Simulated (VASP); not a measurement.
AlOs, 2 atoms in the cell. The structure is cubic, space group Pm-3m (No. 221). The conventional cell has a = 2.994 Å, b = 2.994 Å, c = 2.994 Å, α = 90.00°, β = 90.00°, γ = 90.00°. Al (site symmetry m-3m) has 8 Os at 2.59 Å and 6 Al at 2.99 Å within 3.4 Å. Within 3.4 Å of Os (site symmetry m-3m) lie 8 Al at 2.59 Å and 6 Os at 2.99 Å. 

- Program: VASP 6.6.1
- Task: vibrations by perturbation theory
- Functional: PBEsol
- Potentials or basis: VASP PAW PBE potentials, release 64 (Al, Os)
- Cutoff: 520 eV
- k mesh: 14 × 14 × 14
- Occupations: fermi-dirac, width 0.15 eV
- Spin: no spin polarisation
- Dipole correction: no
- Further INCAR settings: ALGO = Normal; EDIFF = 1e-08; IBRION = 8; NSW = 1

Potentials or basis: VASP PAW PBE potentials, release 64 (Al, Os).

Command:

```bash
$ cat potpaw_PBE.64/Al/POTCAR potpaw_PBE.64/Os/POTCAR > POTCAR
$ mpirun -np 1 vasp_std > vasp.out
```

Hardware: 1 thread of Intel Xeon 8259CL, on a shared host.

Q: Estimate the wall time of this run.

A: Wall time 2.6 min on 1 thread of Intel Xeon 8259CL, on a shared host, peak memory 0.3 GiB. Counts: scf iterations 37, k points 120.
